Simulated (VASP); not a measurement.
Runs of VASP 6.6.1 on Cd2Mo. The structure is that of space group P6/mmm (No. 191), or close to it. The cells are those of the table. 

| task | cell | k mesh | cutoff (eV) | gap on the mesh (eV) | pressure (GPa) | relaxed volume (Å³/atom) |
| --- | --- | --- | --- | --- | --- | --- |
| single point | a = 4.740, b = 4.740, c = 2.914 Å, angles 90.0, 90.0, 120.0°, 3 atoms | 6 × 6 × 4 | 520 | none | 0.7 | - |
| single point | a = 4.892, b = 4.892, c = 2.729 Å, angles 90.0, 90.0, 120.0°, 3 atoms | 6 × 6 × 6 | 520 | none | 0.7 | - |
| single point | a = 4.869, b = 4.869, c = 2.757 Å, angles 90.0, 90.0, 120.0°, 3 atoms | 12 × 12 × 16 | 520 | none | 0.7 | - |
| relaxation of cell and atoms | relaxed from a = 4.740, b = 4.740, c = 2.914 Å, angles 90.0, 90.0, 120.0°, 3 atoms | 6 × 6 × 6 | 600 | none | 0.0 | 18.95 |
| relaxation of cell and atoms | relaxed from a = 4.892, b = 4.892, c = 2.729 Å, angles 90.0, 90.0, 120.0°, 3 atoms | 12 × 12 × 16 | 600 | none | 0.1 | 18.95 |
| relaxation of cell and atoms | relaxed from a = 3.971, b = 3.971, c = 4.288 Å, angles 90.0, 90.0, 120.0°, 3 atoms | 6 × 6 × 4 | 600 | none | 0.0 | (a) |
| single point | a = 3.971, b = 3.971, c = 4.288 Å, angles 90.0, 90.0, 120.0°, 3 atoms | 6 × 6 × 4 | 520 | none | 23.1 | - |

Alike in all rows: level PBE; potentials or basis VASP PAW PBE potentials, release 64 (Cd, Mo_sv); no spin polarisation; smearing gaussian 0.1 eV.

Question: Fill in the values left out.

Answer: (a) 18.99.

Caveats: some runs use coarse meshes; a cell axis changed by over 15 % at a fixed basis, so the end point is rough (at least some runs).

A k mesh can miss the band edges, and the runs leave out spin-orbit coupling on Cd, Mo.

A gap of «none» marks levels without a gap at the run's occupations.
